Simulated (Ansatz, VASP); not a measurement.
**RuAu: VASP beside Ansatz**

```
Ru Au
1.0
     3.22688    0.00000    0.00000
     0.00000    3.22688    0.00000
     0.00000    0.00000    3.22688
Ru Au
1 1
Direct
  0.00000 0.00000 0.00000
  0.50000 0.50000 0.50000
```

Alike in both runs: task single point; functional PBE; k mesh 8 × 8 × 8; occupations fermi-dirac, width 0.05 eV; no spin polarisation.

|  | VASP | Ansatz |
| --- | --- | --- |
| version | VASP 6.6.1 | Ansatz 0.2.0 |
| potentials or method | VASP PAW PBE potentials, release 64 (Ru_pv, Au) | Ansatz PAW soft_1 |
| plane-wave cutoff (eV) | 520 | 420 |
| valence electrons in the cell | 25 | 35 |

|  | VASP | Ansatz | Ansatz less VASP |
| --- | --- | --- | --- |
| gap on the k mesh at the Fermi level (eV) | none | none | - |
| pressure (GPa) | -10.3 | -10.1 | +0.21 |

A gap of «none» marks a metal or a gap that the smearing closes. VASP's potentials hold 25 valence electrons a cell and Ansatz's 35, so a difference there can come from the potentials and not from the codes.

Spin-orbit coupling is off throughout.
